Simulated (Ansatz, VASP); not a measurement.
# W: VASP beside Ansatz

The input INCAR:

```
ALGO     = Normal         # electronic algorithm
EDIFF    = 1E-6           # SCF threshold, eV
ENCUT    = 500            # plane-wave cutoff, eV
GGA      = CA             # functional
GGA_COMPAT= F            
ISIF     = 2              # what is computed and relaxed
ISMEAR   = 0              # smearing method
LASPH    = T              # aspherical terms in the spheres
LCHARG   = F              # write CHGCAR
LREAL    = F              # projectors in reciprocal space
LWAVE    = F              # write WAVECAR
NBANDS   = 21             # bands
NELM     = 120            # most SCF steps
PREC     = Accurate       # precision mode
SIGMA    = 0.15           # smearing width, eV
```

The input KPOINTS:

```
k-points
0
Gamma
  16 16 12
```

Contents of POSCAR:

```
W
1.0
    0.0000000000     -1.9864787844     -1.9864787844
    0.0000000000      1.9864787844     -1.9864787844
    3.9729575688      0.0000000000      0.0000000000
W
2
Direct
    0.5000000000      0.5000000000      0.4863074299
    0.0000000000      0.0000000000      0.0136925701
```

Input for Ansatz:

```yaml
crystal:
  lattice:
    - [0.0, -1.9864787844, -1.9864787844]
    - [0.0, 1.9864787844, -1.9864787844]
    - [3.9729575688, 0.0, 0.0]
  atoms:
    - { symbol: W, position: [0.5, 0.5, 0.4863074299] }
    - { symbol: W, position: [0.0, 0.0, 0.0136925701] }
kpoints:
  mp_grid: { grid: [16, 16, 12] }
hamiltonian:
  xc: lda
  pseudopotentials: { kind: paw, azcp: { folder: soft_1 } }
scf:
  occupations: { method: gaussian, width: 0.15 }
  mixing: { preconditioner: kerker }
  initial_density: { chi_scale: 0.3 }
output:
  forces: true
  eigenvalues: true
  stress: true
```

Alike in both runs: task single point; functional LDA; k mesh 16 × 16 × 12; occupations gaussian, width 0.15 eV; no spin polarisation.

|  | VASP | Ansatz |
| --- | --- | --- |
| version | VASP 6.6.1 | Ansatz 0.2.0 |
| potentials or method | VASP PAW LDA potentials, release 64 (W_sv) | scalar-relativistic, plane waves, PAW |
| plane-wave cutoff (eV) | 500 | 420 |
| valence electrons in the cell | 28 | 28 |

```tsv
	VASP	Ansatz	Ansatz less VASP
gap on the k mesh at the Fermi level (eV)	none	none	-
pressure (GPa)	3.3	1.6	-1.70
traceless stress, the component that is largest in VASP (GPa)	-3.97	-3.97	+0.006
rms of the force components (eV/Å)	0.990	0.971	-0.0190
```

Ansatz warns that its potentials were made for another functional, while VASP's fit it. LDA's correlation is that of Perdew and Zunger in VASP and of Perdew and Wang (1992) in Ansatz. Atom by atom the forces differ by 0.019 eV/Å (rms over components). A gap of «none» marks a metal or a gap that the smearing closes.

Spin-orbit coupling is off throughout.
